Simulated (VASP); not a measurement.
Here is a VASP 6.6.1 calculation.

Contents of INCAR:

```
PREC = Accurate ; ENCUT = 750
EDIFF = 1E-6 ; ISMEAR = 0
SIGMA = 0.1 ; LREAL = F
LASPH = T ; NELM = 120
ALGO = Normal ; ISIF = 2
LWAVE = F ; LCHARG = F
GGA = PS ; NBANDS = 10
GGA_COMPAT = F
```

File KPOINTS:

```
Automatic mesh
0
Gamma
  16 16 16
```

The input POSCAR:

```
Li
1.0
    3.4657620237      0.0000000000      0.0000000000
    0.0000000000      3.4657620237      0.0000000000
    0.0000000000      0.0000000000      3.3888384177
Li
2
Direct
    0.0000000000      0.0000000000      0.0000000000
    0.5000000000      0.5000000000      0.5000000000
```

Potentials or basis: VASP PAW PBE potentials, release 64 (Li_sv).

Launch:

```bash
$ cat potpaw_PBE.64/Li_sv/POTCAR > POTCAR
$ mpirun -np 1 vasp_std > vasp.out
```

Predict the pressure.

-0.2 GPa.

What does it give for the band gap on the k mesh?

Zero (bands 3 and 4 overlap by 4.51 eV).

Stress tensor (GPa, compression positive):
```
-0.23  0.00  0.00
 0.00 -0.23  0.00
 0.00  0.00 -0.11
```

Caveat: the cell differs from its parent crystal (biaxial strain in the a-b plane: +1.0 %, then relaxed in part); the PAW data sets were made with another functional, which shifts forces and pressure a little.
